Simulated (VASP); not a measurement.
A run of VASP 6.6.1 is set up as follows.

The input INCAR:

```
  ALGO = Normal
  EDIFF = 1E-7
  EDIFFG = -0.01
  ENCUT = 600
  GGA = PE
  IBRION = 2
  ISIF = 3
  ISMEAR = 0
  LASPH = T
  LCHARG = F
  LREAL = F
  LWAVE = F
  NELM = 60
  NSW = 100
  PREC = Accurate
  SIGMA = 0.1
```

KPOINTS

```
k-points
0
Gamma
  10 10 10
```

Contents of POSCAR:

```
PbSe3
1.0
    4.5942460906      0.0000000000      0.0000000000
    0.0000000000      4.5942460906      0.0000000000
    0.0000000000      0.0000000000      4.5942460906
Pb Se
1 3
Direct
    0.0000000000      0.0000000000      0.0000000000
    0.0000000000      0.5000000000      0.5000000000
    0.5000000000      0.0000000000      0.5000000000
    0.5000000000      0.5000000000      0.0000000000
```

Potentials or basis: VASP PAW PBE potentials, release 64 (Pb_d, Se).

Command:

```bash
$ cat potpaw_PBE.64/Pb_d/POTCAR potpaw_PBE.64/Se/POTCAR > POTCAR
$ mpirun -np 1 vasp_std > vasp.out
```

(1) Estimate the band gap on the k mesh.

Answers

(1) zero (bands 16 and 17 overlap by 1.41 eV).

Caveat: the relaxation stopped at its first step, so nothing moved; spin-orbit coupling is left out, which moves the levels of the heavy elements.
